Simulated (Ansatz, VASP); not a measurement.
# CdSe: VASP beside Ansatz

POSCAR

```
CdSe
1.0
    0.0000000000      3.0496647307      3.0496647307
    3.0496647307      0.0000000000      3.0496647307
    3.0496647307      3.0496647307      0.0000000000
Cd Se
1 1
Direct
    0.0000000000      0.0000000000      0.0000000000
    0.2500000000      0.2500000000      0.2500000000
```

INCAR.step1

```
ALGO = Normal ; EDIFF = 1E-5
ENCUT = 520 ; GGA = PE
ISIF = 2 ; ISMEAR = -1
LASPH = T ; LCHARG = F
LREAL = F ; LWAVE = T
NBANDS = 16 ; NELM = 80
PREC = Accurate ; SIGMA = 0.05
```

Contents of INCAR.step2:

```
AEXX = 0.5 ; ALGO = Normal
EDIFF = 1E-6 ; ENCUT = 520
ISIF = 2 ; ISMEAR = -1
ISTART = 1 ; LASPH = T
LCHARG = F ; LHFCALC = T
LMIXTAU = T ; LREAL = F
LWAVE = F ; METAGGA = R2SCAN
NBANDS = 16 ; NELM = 80
PREC = Accurate ; PRECFOCK = Normal
SIGMA = 0.05
```

Contents of KPOINTS:

```
k-points
0
Gamma
  4 4 4
```

File input.yaml:

```yaml
crystal:
  lattice:
    - [0.0, 3.0496647307, 3.0496647307]
    - [3.0496647307, 0.0, 3.0496647307]
    - [3.0496647307, 3.0496647307, 0.0]
  atoms:
    - { symbol: Cd, position: [0.0, 0.0, 0.0] }
    - { symbol: Se, position: [0.25, 0.25, 0.25] }
hamiltonian:
  xc: r2scan50
  pseudopotentials: { kind: paw }
kpoints:
  mp_grid: { grid: [4, 4, 4] }
scf:
  occupations: { method: fermi_dirac, width: 0.05 }
output:
  forces: true
  stress: true
  eigenvalues: true
```

Alike in both runs: task single point; functional r2SCAN50; k mesh 4 × 4 × 4; occupations fermi-dirac, width 0.05 eV; no spin polarisation.

|  | VASP | Ansatz |
| --- | --- | --- |
| version | VASP 6.6.1 | Ansatz 0.2.0 |
| potentials or method | VASP PAW PBE potentials, release 64 (Cd, Se) | Ansatz PAW |
| plane-wave cutoff (eV) | 520 | 500 |
| valence electrons in the cell | 18 | 36 |

Ansatz gave:

* gap on the k mesh at the Fermi level (eV): 3.96
* least direct gap on the mesh (eV): 3.96
* pressure (GPa): -0.1

Task: Estimate VASP's values.

Result: gap on the k mesh at the Fermi level (eV): 4.04; least direct gap on the mesh (eV): 4.04; pressure (GPa): -0.2.

VASP's potentials were made for PBE, not for r2SCAN50. VASP's potentials hold 18 valence electrons a cell and Ansatz's 36, so a difference there can come from the potentials and not from the codes.

The k mesh is coarse, so the values compare programs but aren't converged.
